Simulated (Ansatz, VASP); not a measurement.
## LaMnIn in VASP and in Ansatz

INCAR

```
PREC = Accurate ; ENCUT = 520
EDIFF = 1E-6 ; ISMEAR = -1
SIGMA = 0.05 ; LREAL = F
LASPH = T ; NELM = 150
ALGO = Normal ; ISIF = 2
LWAVE = F ; LCHARG = F
ISPIN = 2 ; MAGMOM = 0 0 6
LORBIT = 11 ; NUPDOWN = 6.0
LMAXMIX = 6 ; GGA = PE
NBANDS = 30
```

The input KPOINTS:

```
regular mesh
0
Gamma
  6 6 6
```

File POSCAR:

```
LaMnIn
1.0
    4.5933407550      0.0000000000      0.0000000000
   -2.2966703775      3.9779497821      0.0000000000
    0.0000000000      0.0000000000      4.0965590000
La In Mn
1 1 1
Direct
    0.0000000000      0.0000000000      0.0000000000
    0.3333333333      0.6666666667      0.5000000000
    0.6666666667      0.3333333333      0.5000000000
```

input.yaml

```yaml
crystal:
  lattice:
    - [4.593340755, 0.0, 0.0]
    - [-2.2966703775, 3.9779497821, 0.0]
    - [0.0, 0.0, 4.096559]
  atoms:
    - { symbol: La, position: [0.0, 0.0, 0.0] }
    - { symbol: In, position: [0.3333333333, 0.6666666667, 0.5] }
    - { symbol: Mn, position: [0.6666666667, 0.3333333333, 0.5], spin: 6.0 }
hamiltonian:
  xc: pbe
  pseudopotentials: { kind: paw }
magnetization:
  spin_polarized: true
  initial_magnetization: 6.0
  spin_locking: { lock_magnetization: hard }
kpoints:
  mp_grid: { grid: [6, 6, 6] }
scf:
  occupations: { method: fermi_dirac, width: 0.05 }
  lower_state_search: "off"
output:
  forces: true
  stress: true
  eigenvalues: true
```

Alike in both runs: task single point; functional PBE; k mesh 6 × 6 × 6; occupations fermi-dirac, width 0.05 eV; collinear spin; fixed moment 6 μB.

|  | VASP | Ansatz |
| --- | --- | --- |
| version | VASP 6.6.1 | Ansatz 0.2.0 |
| potentials or method | VASP PAW PBE potentials, release 64 (La, In_d, Mn_pv) | Ansatz PAW |
| plane-wave cutoff (eV) | 520 | 420 |
| valence electrons in the cell | 37 | 39 |

```csv
,VASP,Ansatz,Ansatz less VASP
pressure (GPa),8.5,8.5,+0.05
"traceless stress, the component that is largest in VASP (GPa)",-3.89,-3.90,-0.002
net moment per atom (μB),2.00,2.00,0.000
size of the moment on the site where the two differ most (μB),0.14,0.09,-0.054
```

Site moments also hang on the region over which each program counts them. The functional is the same, so the differences come from potentials, cutoffs and numerics. VASP's potentials hold 37 valence electrons a cell and Ansatz's 39, so a difference there can come from the potentials and not from the codes.

Neither program's run includes spin-orbit coupling.
